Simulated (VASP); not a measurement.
A run of VASP 6.6.1 is set up as follows.

POSCAR

```
Pt
1.0
    1.0359908399      2.5899770997      2.5899770997
    2.5899770997      1.0359908399      2.5899770997
    2.5899770997      2.5899770997      1.0359908399
Pt
1
Direct
    0.0000000000      0.0000000000      0.0000000000
```

The input INCAR.step1:

```
SYSTEM = Pt
PREC = Accurate
ENCUT = 520
ISMEAR = 0
SIGMA = 0.15
LREAL = .False.
LASPH = .True.
NELM = 60
NBANDS = 11
GGA = PE
ALGO = Normal
EDIFF = 1E-4
LWAVE = .True.
LCHARG = .False.
```

INCAR.step2

```
SYSTEM = Pt
PREC = Accurate
ENCUT = 520
EDIFF = 1E-6
ISMEAR = 0
SIGMA = 0.15
LREAL = .False.
LASPH = .True.
NELM = 60
ALGO = Normal
ISIF = 2
LWAVE = .False.
LCHARG = .False.
METAGGA = R2SCAN
LMIXTAU = .True.
NBANDS = 11
ISTART = 1
```

File KPOINTS:

```
Automatic mesh
0
Gamma
  24 24 24
  0 0 0
```

Potentials or basis: VASP PAW PBE potentials, release 64 (Pt).

Command:

```sh
$ cat potpaw_PBE.64/Pt/POTCAR > POTCAR
$ cp INCAR.step1 INCAR
$ mpirun -np 1 vasp_std > vasp.out
$ cp INCAR.step2 INCAR
$ mpirun -np 1 vasp_std > vasp.out
```

Q: Estimate the pressure.

A: 224.4 GPa.

Q: Estimate the band gap on the k mesh.

A: Zero (bands 5 and 6 overlap by 5.05 eV).

Stress tensor (GPa, compression positive):
```
 224.41 -110.15 -110.15
-110.15  224.41 -110.15
-110.15 -110.15  224.41
```

Caveat: the cell stands under pressure; the PAW data sets were made with another functional, which shifts forces and pressure a little; spin-orbit coupling is left out, which moves the levels of the heavy elements.
